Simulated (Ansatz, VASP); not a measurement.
**RbNa3Te2: VASP beside Ansatz**

File INCAR:

```
PREC = Accurate
ENCUT = 600
EDIFF = 1E-6
ISMEAR = 0
SIGMA = 0.02
LREAL = F
LASPH = T
NELM = 80
ALGO = Normal
ISIF = 3
LWAVE = F
LCHARG = F
GGA = PE
IBRION = 2
NSW = 100
EDIFFG = -0.01
```

The input KPOINTS:

```
regular mesh
0
Gamma
  6 6 6
```

Contents of POSCAR:

```
RbNa3Te2
1.0
    3.3966624153      1.9610639598      8.0268485201
   -3.3966624153      1.9610639598      8.0268485201
    0.0000000000     -3.9221279196      8.0268485201
Rb Na Te
1 3 2
Direct
    0.0000000000      0.0000000000      0.0000000000
    0.0000000000      0.0000000000      0.5000000000
    0.5000000000      0.0000000000      0.0000000000
    0.0000000000      0.5000000000      0.0000000000
    0.7435431103      0.7435431103      0.7435431103
    0.2564568897      0.2564568897      0.2564568897
```

Input for Ansatz:

```yaml
crystal:
  lattice:
    - [3.3966624153, 1.9610639598, 8.0268485201]
    - [-3.3966624153, 1.9610639598, 8.0268485201]
    - [0.0, -3.9221279196, 8.0268485201]
  atoms:
    - { symbol: Rb, position: [0.0, 0.0, 0.0] }
    - { symbol: Na, position: [0.0, 0.0, 0.5] }
    - { symbol: Na, position: [0.5, 0.0, 0.0] }
    - { symbol: Na, position: [0.0, 0.5, 0.0] }
    - { symbol: Te, position: [0.7435431103, 0.7435431103, 0.7435431103] }
    - { symbol: Te, position: [0.2564568897, 0.2564568897, 0.2564568897] }
basis:
  ecutwfc: 420
kpoints:
  mp_grid: { grid: [6, 6, 6] }
hamiltonian:
  xc: pbe
scf:
  occupations: { method: gaussian, width: 0.02 }
output:
  forces: true
  stress: true
  eigenvalues: true
relax:
  adjacent_minimum: "off"
  f_tol: 0.01
  max_steps: 80
  cell: { stress_tol: 0.05 }
```

Change from the starting cell: species swapped into the Pr2SiRh3 type (R-3m, No. 166).

Alike in both runs: task relaxation of cell and atoms; functional PBE; k mesh 6 × 6 × 6; occupations gaussian, width 0.02 eV; no spin polarisation.

```csv
,VASP,Ansatz
version,VASP 6.6.1,Ansatz 0.2.0
potentials or method,"VASP PAW PBE potentials, release 64 (Rb_sv, Na_pv, Te), cutoff 600 eV","scalar-relativistic, plane waves, PAW"
valence electrons in the cell,42,68
```

```csv
,VASP,Ansatz,Ansatz less VASP
"gap on the k mesh at the Fermi level, each at its own relaxed structure (eV)",1.40,1.41,+0.012
relaxed volume (Å³/atom),54.35,54.48,+0.132
relaxed length of the cell vector where the two differ most in proportion (Å),9.146,9.166,+0.0198
```

VASP's potentials hold 42 valence electrons a cell and Ansatz's 68, so a difference there can come from the potentials and not from the codes.

Neither program's run includes spin-orbit coupling.
